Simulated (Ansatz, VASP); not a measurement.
# SiC in VASP and in Ansatz

Contents of POSCAR:

```
SiC
1.0
    4.3562899735      0.0000000000      0.0000000000
    0.0000000000      2.1781449867     -2.1781449867
    1.7425159894      6.5344349602      6.5344349602
Si C
6 6
Direct
   -0.0999933333      0.0000000000      0.2499833333
    0.3333400000      0.5000000000      0.4166500000
   -0.2333266667      0.0000000000      0.5833166667
    0.2000066667      0.5000000000      0.7499833333
   -0.3666600000      0.0000000000      0.9166500000
    0.4666733333      0.5000000000      0.0833166667
    0.5833400000      0.0000000000      0.4166500000
    0.0166733333      0.5000000000      0.5833166667
    0.4500066667      0.0000000000      0.7499833333
   -0.1166600000      0.5000000000      0.9166500000
    0.7166733333      0.0000000000      0.0833166667
    0.1500066667      0.5000000000      0.2499833333
```

INCAR.step1

```
SYSTEM = SiC
ALGO = Normal ; EDIFF = 1E-5
ENCUT = 660 ; GGA = PE
GGA_COMPAT = .False. ; ISMEAR = 0
LASPH = .True. ; LCHARG = .False.
LREAL = .False. ; LWAVE = .True.
NBANDS = 36 ; NELM = 120
PREC = Accurate ; SIGMA = 0.05
```

Contents of INCAR.step2:

```
SYSTEM = SiC
ALGO = Normal ; EDIFF = 1E-6
ENCUT = 660 ; GGA_COMPAT = .False.
ISIF = 2 ; ISMEAR = 0
ISTART = 1 ; LASPH = .True.
LCHARG = .False. ; LMIXTAU = .True.
LREAL = .False. ; LWAVE = .False.
METAGGA = R2SCAN ; NBANDS = 36
NELM = 120 ; PREC = Accurate
SIGMA = 0.05
```

The input KPOINTS:

```
k-points
0
Gamma
  6 9 3
  0 0 0
```

Input for Ansatz:

```yaml
crystal:
  lattice:
    - [4.3562899735, 0.0, 0.0]
    - [0.0, 2.1781449867, -2.1781449867]
    - [1.7425159894, 6.5344349602, 6.5344349602]
  atoms:
    - { symbol: Si, position: [-0.0999933333, 0.0, 0.2499833333] }
    - { symbol: Si, position: [0.33334, 0.5, 0.41665] }
    - { symbol: Si, position: [-0.2333266667, 0.0, 0.5833166667] }
    - { symbol: Si, position: [0.2000066667, 0.5, 0.7499833333] }
    - { symbol: Si, position: [-0.36666, 0.0, 0.91665] }
    - { symbol: Si, position: [0.4666733333, 0.5, 0.0833166667] }
    - { symbol: C, position: [0.58334, 0.0, 0.41665] }
    - { symbol: C, position: [0.0166733333, 0.5, 0.5833166667] }
    - { symbol: C, position: [0.4500066667, 0.0, 0.7499833333] }
    - { symbol: C, position: [-0.11666, 0.5, 0.91665] }
    - { symbol: C, position: [0.7166733333, 0.0, 0.0833166667] }
    - { symbol: C, position: [0.1500066667, 0.5, 0.2499833333] }
basis:
  ecutwfc: 500
kpoints:
  mp_grid: { grid: [6, 9, 3] }
hamiltonian:
  xc: r2scan
scf:
  occupations: { method: gaussian, width: 0.05 }
output:
  forces: true
  stress: true
  eigenvalues: true
  write_density: true
  write_potential: true
  elf: true
  volumetric_format: npy
```

Alike in both runs: task single point; functional r2SCAN; k mesh 6 × 9 × 3; occupations gaussian, width 0.05 eV; no spin polarisation.

```csv
,VASP,Ansatz
version,VASP 6.6.1,Ansatz 0.2.0
potentials or method,"VASP PAW PBE potentials, release 64 (Si, C), cutoff 660 eV","scalar-relativistic, plane waves, PAW"
valence electrons in the cell,48,48
```

Ansatz gave:

| Item | Value |
| --- | --- |
| gap on the k mesh at the Fermi level (eV) | none |
| pressure (GPa) | 10.3 |
| traceless stress, the component that is largest in VASP (GPa) | 6.19 |
| rms of the force components (eV/Å) | 2.155 |

Question: What did VASP give for the same quantities?

Answer: gap on the k mesh at the Fermi level (eV): none; pressure (GPa): 10.0; traceless stress, the component that is largest in VASP (GPa): 6.17; rms of the force components (eV/Å): 2.156.

VASP's potentials were made for PBE, not for r2SCAN. Atom by atom the forces differ by 0.009 eV/Å (rms over components). A gap of «none» marks a metal or a gap that the smearing closes. The functional is the same, so the differences come from potentials, cutoffs and numerics.
